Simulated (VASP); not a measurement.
Si2Ni: single point with PBE+U

The system is Si2Ni.

```
Ni Si
1.0
     0.00000    2.72373    2.72373
     2.72373    0.00000    2.72373
     2.72373    2.72373    0.00000
Ni Si
1 2
Direct
  0.00000 0.00000 0.00000
  0.75000 0.75000 0.75000
  0.25000 0.25000 0.25000
```

```yaml
Program: VASP 6.6.1
Task: single point
Functional: PBE
Potentials_or_basis: VASP PAW PBE potentials, release 64 (Ni, Si)
Cutoff: 520 eV
k_mesh: 9 × 9 × 9
Occupations: fermi-dirac, width 0.05 eV
Spin: collinear spin, ferromagnetic start
Starting_moments: "[1.0, 0.0, 0.0] μB"
Hubbard_terms: Ni d U = 5.0 eV
Dipole_correction: no
Further_INCAR_settings: ALGO = Normal; EDIFF = 1e-06; NBANDS = 20
```

| Quantity | Value |
| --- | --- |
| Pressure | -4.3 GPa |
| Band gap on the k mesh | zero (filled and empty bands overlap) |
| Net moment | 0.00 μB per cell |
| Valence electrons inside the program's atomic spheres | Ni 9.95; Si 1.57 |

Levels at points of the mesh, in eV from the Fermi level:
Spin up:
| k point | band 5 | band 6 | band 7 | band 8 | band 9 | band 10 | band 11 | band 12 | band 13 | band 14 |
| --- | --- | --- | --- | --- | --- | --- | --- | --- | --- | --- |
| (0.00, 0.00, 0.00) | -3.99 | -3.99 | -0.29 | 1.65 | 1.65 | 1.65 | 2.74 | 2.74 | 2.74 | 4.88 |
Spin down:
```
           k point  band 7  band 8  band 9  band 10  band 11  band 12
(0.00, 0.00, 0.00)   -0.29    1.65    1.65     1.65     2.74     2.74
```

Eigenvalues of the final occupation matrices:
```tsv
site	spin	trace	eigenvalues
site 1 d	1	4.38	0.85 0.85 0.85 0.91 0.91
site 1 d	2	4.38	0.85 0.85 0.85 0.91 0.91
```

Run time: 33 s on 1 thread of Intel(R) Xeon(R) 6975P-C (Granite Rapids), with other jobs on the host, peak memory 0.2 GiB.

Caveat: the U is typed as a test and isn't derived for this compound. The state reached can hang on the start; a lower one may exist.
